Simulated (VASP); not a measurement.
# ZnO (P6_3/mmc) in VASP: notebook

ZnO is run at these levels: PBEsol; tasks: single point.

Program: VASP 6.6.1. These are calculated values, not measurements. Logs are shortened: lines on timing, memory, paths and dates and some standing lists are left out, and cuts for length are marked.

### 1 The cell of the first run

The structure is hexagonal, space group P6_3/mmc (No. 194). Conventional cell: a = 3.333 Å, b = 3.333 Å, c = 6.939 Å, α = 90.00°, β = 90.00°, γ = 120.00°. Within 2.6 Å of Zn (site symmetry -6m2) lie 3 O at 1.92 Å. O (site symmetry -6m2) has 3 Zn at 1.92 Å within 2.6 Å.

### 2 Single point, PBEsol

INCAR

```
  PREC = Accurate
  ENCUT = 520
  EDIFF = 1E-6
  ISMEAR = 0
  SIGMA = 0.05
  LREAL = False
  LASPH = True
  NELM = 100
  ALGO = Normal
  ISIF = 2
  LWAVE = False
  LCHARG = False
  GGA = PS
  NBANDS = 26
```

KPOINTS

```
regular mesh
0
Gamma
  12 12 4
```

POSCAR

```
ZnO
1.0
    3.3330134023      0.0000000000      0.0000000000
   -1.6665067011      2.8864742776      0.0000000000
    0.0000000000      0.0000000000      6.9390055373
Zn O
2 2
Direct
    0.0000000000      0.0000000000      0.7500000000
    0.0000000000      0.0000000000      0.2500000000
    0.3333333333      0.6666666667      0.2500000000
    0.6666666667      0.3333333333      0.7500000000
```

Potentials or basis: VASP PAW PBE potentials, release 64 (Zn, O).

Launch:

```console
> cat potpaw_PBE.64/Zn/POTCAR potpaw_PBE.64/O/POTCAR > POTCAR
> mpirun -np 1 vasp_std > vasp.out
```

OUTCAR:

```text
PREC = Accurate
   ENCUT = 520
   EDIFF = 1E-6
   ISMEAR = 0
   LREAL = False
   LASPH = True
   NELM = 100
   ISIF = 2
   GGA = PS

 ion  position               nearest neighbor table
   1  0.000  0.000  0.750-   4 1.92   4 1.92   4 1.92
   2  0.000  0.000  0.250-   3 1.92   3 1.92   3 1.92
   3  0.333  0.667  0.250-   2 1.92   2 1.92   2 1.92
   4  0.667  0.333  0.750-   1 1.92   1 1.92   1 1.92

  LATTYP: Found a hexagonal cell.
 ALAT       =     3.3330134023
 C/A-ratio  =     2.0819014807

  Lattice vectors:

 A1 = (   3.3330134023,   0.0000000000,   0.0000000000)
 A2 = (  -1.6665067011,   2.8864742776,   0.0000000000)
 A3 = (   0.0000000000,   0.0000000000,   6.9390055373)

Analysis of symmetry for initial positions (statically):
=====================================================================
 Subroutine PRICEL returns:
 Original cell was already a primitive cell.

 Routine SETGRP: Setting up the symmetry group for a
 hexagonal supercell.

 Subroutine GETGRP returns: Found 24 space group operations
 (whereof 12 operations were pure point group operations)
 out of a pool of 24 trial point group operations.

The static configuration has the point symmetry D_3d.
 The point group associated with its full space group is D_6h.

Analysis of symmetry for dynamics (positions and initial velocities):
=====================================================================
 Subroutine PRICEL returns:
 Original cell was already a primitive cell.

 Routine SETGRP: Setting up the symmetry group for a
 hexagonal supercell.

 Subroutine GETGRP returns: Found 24 space group operations
 (whereof 12 operations were pure point group operations)
 out of a pool of 24 trial point group operations.

The dynamic configuration has the point symmetry D_3d.
 The point group associated with its full space group is D_6h.

 Subroutine INISYM returns: Found 24 space group operations
 (whereof 12 operations are pure point group operations),
 and found     1 'primitive' translations

----------------------------------------------------------------------------------------

                                     Primitive cell

  volume of cell :      66.7578

  direct lattice vectors                    reciprocal lattice vectors
[... 89 lines left out ...]
   ENCUT  =  520.0 eV  38.22 Ry    6.18 a.u.   6.20  6.20 12.90*2*pi/ulx,y,z
   NELM   =    100;   NELMIN=  2; NELMDL= -5     # of ELM steps
   EDIFF  = 0.1E-05   stopping-criterion for ELM
   LREAL  =      F    real-space projection
   EDIFFG = 0.1E-04   stopping-criterion for IOM
   NSW    =      0    number of steps for IOM
   IBRION =     -1    ionic relax: 0-MD 1-quasi-New 2-CG
   NFREE  =      0    steps in history (QN), initial steepest desc. (CG)
   ISIF   =      2    stress and relaxation
   ISYM   =      2    0-nonsym 1-usesym 2-fastsym
   POTIM  = 0.5000    time-step for ionic-motion
   TEBEG  =    0.0;   TEEND  =   0.0 temperature during run
   PSTRESS=    0.0 pullay stress
   NELECT =      36.0000    total number of electrons
   NUPDOWN=      -1.0000    fix difference up-down
   EMIN   =  10.00;   EMAX   =-10.00  energy-range for DOS
   EFERMI =   0.00;   METHOD = LEGACY
   ISMEAR =     0;   SIGMA  =   0.05  broadening in eV -4-tet -1-fermi 0-gaus
   EFERMI_NEDOS =   21; number of points for ismear=-14 and -15
   IALGO  =     38    algorithm
   IMIX   =      4    mixing-type and parameters
     AMIX     =   0.40;   BMIX     =  1.00
     AMIX_MAG =   1.60;   BMIX_MAG =  1.00
  volume/ion in A,a.u.               =      16.69       112.63
  Fermi-wavevector in a.u.,A,eV,Ry     =   1.332524  2.518105 24.158775  1.775620
  Thomas-Fermi vector in A             =   2.461452
   LORBIT       =      0    0 simple, 1 ext, 2 COOP (PROOUT), +10 PAW based schemes
   GGA     = PS    functional components
   LHFCALC =     F    Hartree Fock is set to
   AEXX    =    0.0000 exact exchange contribution
   IVDW    =     0    specifies the selected vdW correction
   LEPSILON=     F    determine dielectric tensor
   LRPA    =     F    only Hartree local field effects (RPA)
 non-spin polarized calculation
 Gauss-broadening in eV      SIGMA  =   0.05
  energy-cutoff  :      520.00
  volume of cell :       66.76
 maximum number of plane-waves:      1838
 NGX is ok and might be reduce to    28

 number of electron      35.9999985 magnetization

 Free energy of the ion-electron system (eV)
  ---------------------------------------------------
  ext. energy  EPLUGINS =         0.00000000
  ---------------------------------------------------
  free energy    TOTEN  =       -18.19100688 eV

  energy without entropy =      -18.19100688  energy(sigma->0) =      -18.19100688

 E-fermi :  -0.8028     XC(G=0):  -9.2343

 val. band max:       -1.0457548324   @ k =   0.0000   0.0000   0.0000
 cond. band min:      -0.3544547600   @ k =   0.0000   0.0000   0.0000
 fundamental gap:      0.6913000724
 Fermi energy:        -0.8027620638

 k-point     1 :       0.0000    0.0000    0.0000
  band No.  band energies     occupation
      1     -18.1551      2.00000
      2     -18.0543      2.00000
      3      -6.9597      2.00000
      4      -6.9597      2.00000
      5      -6.9402      2.00000
      6      -6.9402      2.00000
[... 685 lines left out ...]
     25      11.1387      0.00000
     26      12.7019      0.00000

 [... further k-points ...]

------------------------ aborting loop because EDIFF is reached ----------------------------------------

  FORCE on cell =-STRESS in cart. coord.  units (eV):
  Direction    XX          YY          ZZ          XY          YZ          ZX
  --------------------------------------------------------------------------------------
  -------------------------------------------------------------------------------------
  Total       -4.2884347     -4.2884347     -0.3787396     -0.0000000      0.0000000      0.0000000
  in kB     -102.9218058   -102.9218058     -9.0896939     -0.0000000      0.0000000      0.0000000
  external PRESSURE =     -71.6444352 kB  Pullay stress =       0.0000000 kB

 VOLUME and BASIS-vectors are now :
 -----------------------------------------------------------------------------
  energy-cutoff  :      520.00
  volume of cell :       66.76
      direct lattice vectors                 reciprocal lattice vectors
     3.333013402  0.000000000  0.000000000     0.300028797  0.173221706  0.000000000
    -1.666506701  2.886474278  0.000000000     0.000000000  0.346443413  0.000000000
     0.000000000  0.000000000  6.939005537     0.000000000  0.000000000  0.144112870

 POSITION                                       TOTAL-FORCE (eV/Angst)
 -----------------------------------------------------------------------------------
      0.00000      0.00000      5.20425         0.000000     -0.000000      0.000000
      0.00000      0.00000      1.73475        -0.000000      0.000000      0.000000
     -0.00000      1.92432      1.73475         0.000000      0.000000     -0.000000
      1.66651      0.96216      5.20425        -0.000000     -0.000000     -0.000000
 -----------------------------------------------------------------------------------
    total drift:                                0.000000     -0.000000      0.000000

  FREE ENERGIE OF THE ION-ELECTRON SYSTEM (eV)
  ---------------------------------------------------
  free  energy   TOTEN  =       -18.1910068821 eV

  energy  without entropy=      -18.1910068821  energy(sigma->0) =      -18.19100688
```

It took 2.4 min on 1 thread of Intel Xeon 8259CL, shared host; peak memory 0.24 GiB.

Results:

| Item | Value |
| --- | --- |
| Free energy | -18.1910 eV |
| Pressure | -7.2 GPa |
| Band gap on the k mesh | 0.69 eV |

Stress tensor (GPa, compression positive):
```
-10.29   0.00   0.00
  0.00 -10.29   0.00
  0.00   0.00  -0.91
```

Caveat: the stress differs along the axes, from -10 to -1 GPa; semilocal functionals underestimate gaps, and a narrow one can read as zero; the PAW data sets were made with another functional, which shifts forces and pressure a little.

### 3 Single point, PBEsol

This run uses another cell than the first one, of the same volume but with other edges.

INCAR

```
ALGO = Normal ; EDIFF = 1E-6
ENCUT = 520 ; GGA = PS
ISIF = 2 ; ISMEAR = 0
LASPH = True ; LCHARG = True
LELF = True ; LREAL = False
LVHAR = True ; LWAVE = False
NBANDS = 26 ; NELM = 100
PREC = Accurate ; SIGMA = 0.05
```

KPOINTS

```
k-points
0
Gamma
  12 12 4
```

POSCAR

```
ZnO
1.0
    3.2349261552      0.0000000000      0.0000000000
   -1.6174630776      2.8015282298      0.0000000000
    0.0000000000      0.0000000000      7.3661848228
Zn O
2 2
Direct
    0.0000000000      0.0000000000      0.7500000000
    0.0000000000      0.0000000000      0.2500000000
    0.3333333333      0.6666666667      0.2500000000
    0.6666666667      0.3333333333      0.7500000000
```

Potentials or basis: VASP PAW PBE potentials, release 64 (Zn, O).

Launch:

```console
> cat potpaw_PBE.64/Zn/POTCAR potpaw_PBE.64/O/POTCAR > POTCAR
> mpirun -np 1 vasp_std > vasp.out
```

It took 93 s on 1 thread of Intel Xeon 8259CL, shared host; peak memory 0.23 GiB.

It converged, with:

```
Free energy            : -18.2861 eV
Pressure               : 0.7 GPa
Band gap on the k mesh : 0.81 eV
```

Stress tensor (GPa, compression positive):
```
 1.41  0.00  0.00
 0.00  1.41  0.00
 0.00  0.00 -0.78
```

Levels at points of the mesh, in eV from the valence-band top:
```tsv
k point	band 14	band 15	band 16	band 17	band 18	band 19	band 20	band 21	band 22	band 23
(0.00, 0.00, 0.00)	-2.16	-0.01	-0.01	0.00	0.00	0.81	3.23	4.91	10.36	10.39
(0.50, 0.00, 0.00)	-3.68	-2.03	-1.97	-1.07	-1.06	4.85	5.63	6.16	8.43	8.73
(0.00, 0.00, 0.50)	-2.86	0.00	0.00	0.00	0.00	1.84	1.84	6.89	6.89	13.34
(0.50, 0.00, 0.50)	-3.88	-2.00	-2.00	-1.04	-1.04	5.05	5.05	7.48	7.48	8.67
```

Caveat: the PAW data sets were made with another functional, which shifts forces and pressure a little. A k mesh can miss the band edges.

### 4 Single point, PBEsol

This run uses another cell than the first one, of the same volume but with other edges.

INCAR

```
ALGO = Normal
EDIFF = 1E-6
ENCUT = 520
GGA = PS
ISIF = 2
ISMEAR = 0
LASPH = T
LCHARG = F
LREAL = F
LWAVE = F
NBANDS = 26
NELM = 100
PREC = Accurate
SIGMA = 0.05
```

KPOINTS is that of step 3.

POSCAR

```
ZnO
1.0
    3.5418552532      0.0000000000      0.0000000000
   -1.7709276266      3.0673366258      0.0000000000
    0.0000000000      0.0000000000      6.1448280799
Zn O
2 2
Direct
    0.0000000000      0.0000000000      0.7500000000
    0.0000000000      0.0000000000      0.2500000000
    0.3333333333      0.6666666667      0.2500000000
    0.6666666667      0.3333333333      0.7500000000
```

Launch:

```console
> cat potpaw_PBE.64/Zn/POTCAR potpaw_PBE.64/O/POTCAR > POTCAR
> mpirun -np 1 vasp_std > vasp.out
```

Run time: 2.1 min. Hardware: 1 thread of Intel Xeon 8259CL, shared host; peak memory 0.23 GiB.

The run converged. Its results:

```
Free energy            : -17.2616 eV
Pressure               : -18.0 GPa
Band gap on the k mesh : 0.25 eV (least direct gap 0.26 eV)
```

Stress tensor (GPa, compression positive):
```
-26.61   0.00   0.00
  0.00 -26.61   0.00
  0.00   0.00  -0.75
```

Levels at points of the mesh, in eV from the valence-band top:
```tsv
k point	band 15	band 16	band 17	band 18	band 19	band 20	band 21	band 22
(0.00, 0.00, 0.00)	-0.03	-0.03	-0.01	-0.01	0.25	3.65	5.55	11.05
(0.50, 0.00, 0.00)	-1.41	-1.10	-0.33	-0.24	4.48	4.48	5.85	8.32
(0.00, 0.00, 0.50)	-0.02	-0.02	-0.02	-0.02	1.96	1.96	8.52	8.52
(0.50, 0.00, 0.50)	-1.26	-1.26	-0.17	-0.17	4.21	4.21	7.76	7.76
```

Caveat: the stress differs along the axes, from -27 to -1 GPa; semilocal functionals underestimate gaps, and a narrow one can read as zero; the PAW data sets were made with another functional, which shifts forces and pressure a little.

### 5 Single point, PBEsol

This run uses another cell than the first one, of the same volume but with other edges.

INCAR

```
ALGO     = Normal         # electronic algorithm
EDIFF    = 1E-7           # SCF threshold, eV
ENCUT    = 520            # plane-wave cutoff, eV
GGA      = PS             # functional
ISIF     = 2              # what is computed and relaxed
ISMEAR   = 0              # smearing method
LASPH    = T              # aspherical terms in the spheres
LCHARG   = F              # write CHGCAR
LREAL    = F              # projectors in reciprocal space
LWAVE    = F              # write WAVECAR
NBANDS   = 26             # bands
NELM     = 60             # most SCF steps
PREC     = Accurate       # precision mode
SIGMA    = 0.05           # smearing width, eV
```

KPOINTS is that of step 4.

POSCAR

```
ZnO
1.0
    3.0126338642      0.0000000000      0.0000000000
   -1.5063169321      2.6090174587      0.0000000000
    0.0000000000      0.0000000000      8.4933426806
Zn O
2 2
Direct
    0.0000000000      0.0000000000      0.7500000000
    0.0000000000      0.0000000000      0.2500000000
    0.3333333333      0.6666666667      0.2500000000
    0.6666666667      0.3333333333      0.7500000000
```

Potentials or basis: VASP PAW PBE potentials, release 64 (Zn, O).

Launch:

```console
> cat potpaw_PBE.64/Zn/POTCAR potpaw_PBE.64/O/POTCAR > POTCAR
> mpirun -np 1 vasp_std > vasp.out
```

OUTCAR:

```text
EDIFF = 1E-7
   ENCUT = 520
   GGA = PS
   ISIF = 2
   ISMEAR = 0
   LASPH = T
   LREAL = F
   NELM = 60
   PREC = Accurate

 ion  position               nearest neighbor table
   1  0.000  0.000  0.750-   4 1.74   4 1.74   4 1.74
   2  0.000  0.000  0.250-   3 1.74   3 1.74   3 1.74
   3  0.333  0.667  0.250-   2 1.74   2 1.74   2 1.74
   4  0.667  0.333  0.750-   1 1.74   1 1.74   1 1.74

  LATTYP: Found a hexagonal cell.
 ALAT       =     3.0126338642
 C/A-ratio  =     2.8192415884

  Lattice vectors:

 A1 = (   3.0126338642,   0.0000000000,   0.0000000000)
 A2 = (  -1.5063169321,   2.6090174587,   0.0000000000)
 A3 = (   0.0000000000,   0.0000000000,   8.4933426806)

Analysis of symmetry for initial positions (statically):
=====================================================================
 Subroutine PRICEL returns:
[... 172 lines left out ...]
  ext. energy  EPLUGINS =         0.00000000
  ---------------------------------------------------
  free energy    TOTEN  =       -17.07239466 eV

  energy without entropy =      -17.07239466  energy(sigma->0) =      -17.07239466

 E-fermi :   0.5114     XC(G=0):  -8.6987

 val. band max:        0.2102004174   @ k =   0.0000   0.0000   0.0000
 cond. band min:       1.0164282926   @ k =   0.0000   0.0000   0.0000
 fundamental gap:      0.8062278752
 Fermi energy:         0.5113946775

 k-point     1 :       0.0000    0.0000    0.0000
  band No.  band energies     occupation
      1     -19.5006      2.00000
      2     -19.4834      2.00000
      3      -7.8626      2.00000
      4      -7.8626      2.00000
      5      -7.8609      2.00000
      6      -7.8609      2.00000
[... 685 lines left out ...]
     25      11.5334      0.00000
     26      11.6234      0.00000

 [... further k-points ...]

------------------------ aborting loop because EDIFF is reached ----------------------------------------

  FORCE on cell =-STRESS in cart. coord.  units (eV):
  Direction    XX          YY          ZZ          XY          YZ          ZX
  --------------------------------------------------------------------------------------
  -------------------------------------------------------------------------------------
  Total       17.2429907     17.2429907     -0.1874520      0.0000000      0.0000000      0.0000000
  in kB      413.8292570    413.8292570     -4.4988216      0.0000000      0.0000000      0.0000000
  external PRESSURE =     274.3865641 kB  Pullay stress =       0.0000000 kB

 VOLUME and BASIS-vectors are now :
 -----------------------------------------------------------------------------
  energy-cutoff  :      520.00
  volume of cell :       66.76
      direct lattice vectors                 reciprocal lattice vectors
     3.012633864  0.000000000  0.000000000     0.331935458  0.191643026  0.000000000
    -1.506316932  2.609017459  0.000000000     0.000000000  0.383286051  0.000000000
     0.000000000  0.000000000  8.493342681     0.000000000  0.000000000  0.117739274

 POSITION                                       TOTAL-FORCE (eV/Angst)
 -----------------------------------------------------------------------------------
      0.00000      0.00000      6.37001         0.000000     -0.000000      0.000000
      0.00000      0.00000      2.12334        -0.000000      0.000000     -0.000000
     -0.00000      1.73934      2.12334        -0.000000      0.000000     -0.000000
      1.50632      0.86967      6.37001         0.000000     -0.000000     -0.000000
 -----------------------------------------------------------------------------------
    total drift:                               -0.000000      0.000000     -0.000000

  FREE ENERGIE OF THE ION-ELECTRON SYSTEM (eV)
  ---------------------------------------------------
  free  energy   TOTEN  =       -17.0723946631 eV

  energy  without entropy=      -17.0723946631  energy(sigma->0) =      -17.07239466
```

OSZICAR:

```text
N       E                     dE             d eps       ncg     rms          rms(c)
DAV:   1     0.317398556655E+03    0.31740E+03   -0.18210E+04  2964   0.180E+03
DAV:   2     0.184787458112E+02   -0.29892E+03   -0.27673E+03  3176   0.396E+02
DAV:   3    -0.202412175268E+02   -0.38720E+02   -0.38361E+02  3384   0.150E+02
DAV:   4    -0.211060604401E+02   -0.86484E+00   -0.86347E+00  3306   0.236E+01
DAV:   5    -0.211111945597E+02   -0.51341E-02   -0.51338E-02  3314   0.177E+00    0.247E+01
DAV:   6    -0.169239840429E+02    0.41872E+01   -0.94586E+00  5056   0.657E+01    0.152E+01
DAV:   7    -0.171215950413E+02   -0.19761E+00   -0.33058E+00  3080   0.164E+01    0.740E+00
DAV:   8    -0.171160357458E+02    0.55593E-02   -0.64088E-01  4062   0.668E+00    0.160E+00
DAV:   9    -0.170675217434E+02    0.48514E-01   -0.13666E-01  4376   0.559E+00    0.329E-01
DAV:  10    -0.170719890897E+02   -0.44673E-02   -0.42869E-02  3056   0.141E+00    0.254E-01
DAV:  11    -0.170722892640E+02   -0.30017E-03   -0.21026E-03  3176   0.394E-01    0.370E-02
DAV:  12    -0.170723655845E+02   -0.76321E-04   -0.17067E-04  3666   0.222E-01    0.328E-02
DAV:  13    -0.170724006705E+02   -0.35086E-04   -0.87202E-05  3004   0.149E-01    0.205E-02
DAV:  14    -0.170723943650E+02    0.63054E-05   -0.35430E-05  4504   0.830E-02    0.646E-03
DAV:  15    -0.170723949322E+02   -0.56722E-06   -0.70103E-06  3026   0.252E-02    0.495E-03
DAV:  16    -0.170723947180E+02    0.21424E-06   -0.58157E-07  3412   0.584E-03    0.221E-03
DAV:  17    -0.170723946631E+02    0.54901E-07   -0.84418E-08  2072   0.409E-03
   1 F= -.17072395E+02 E0= -.17072395E+02  d E =-.112246E-18
```

Run time: 1.9 min. Hardware: 1 thread of Intel Xeon 8259CL, shared host; peak memory 0.23 GiB.

What came out:

```yaml
Free_energy: -17.0724 eV
Pressure: 27.4 GPa
Band_gap_on_the_k_mesh: 0.81 eV
```

Stress tensor (GPa, compression positive):
```
41.38  0.00  0.00
 0.00 41.38  0.00
 0.00  0.00 -0.45
```

Caveat: the stress differs along the axes, from -0 to 41 GPa; the PAW data sets were made with another functional, which shifts forces and pressure a little. A k mesh can miss the band edges.

### 6 The runs side by side

```tsv
cell	gap on the mesh (eV)	pressure (GPa)
a = 3.333, b = 3.333, c = 6.939 Å, angles 90.0, 90.0, 120.0°, 4 atoms	0.69	-7.2
a = 3.235, b = 3.235, c = 7.366 Å, angles 90.0, 90.0, 120.0°, 4 atoms	0.81	0.7
a = 3.542, b = 3.542, c = 6.145 Å, angles 90.0, 90.0, 120.0°, 4 atoms	0.25	-18.0
a = 3.013, b = 3.013, c = 8.493 Å, angles 90.0, 90.0, 120.0°, 4 atoms	0.81	27.4
```

Alike in all rows: task single point; level PBEsol; potentials or basis VASP PAW PBE potentials, release 64 (Zn, O); no spin polarisation; k mesh 12 × 12 × 4; cutoff (eV) 520; smearing gaussian 0.05 eV.

Caveats: the PAW data sets were made with another functional, which shifts forces and pressure a little; semilocal functionals underestimate gaps, and a narrow one can read as zero (at least some runs); the stress differs along the axes, from -10 to -1 GPa (at least some runs); the stress differs along the axes, from -27 to -1 GPa (at least some runs); the stress differs along the axes, from -0 to 41 GPa (at least some runs).

Total energies depend on the potentials used, so only differences within one code and one set of settings carry meaning.
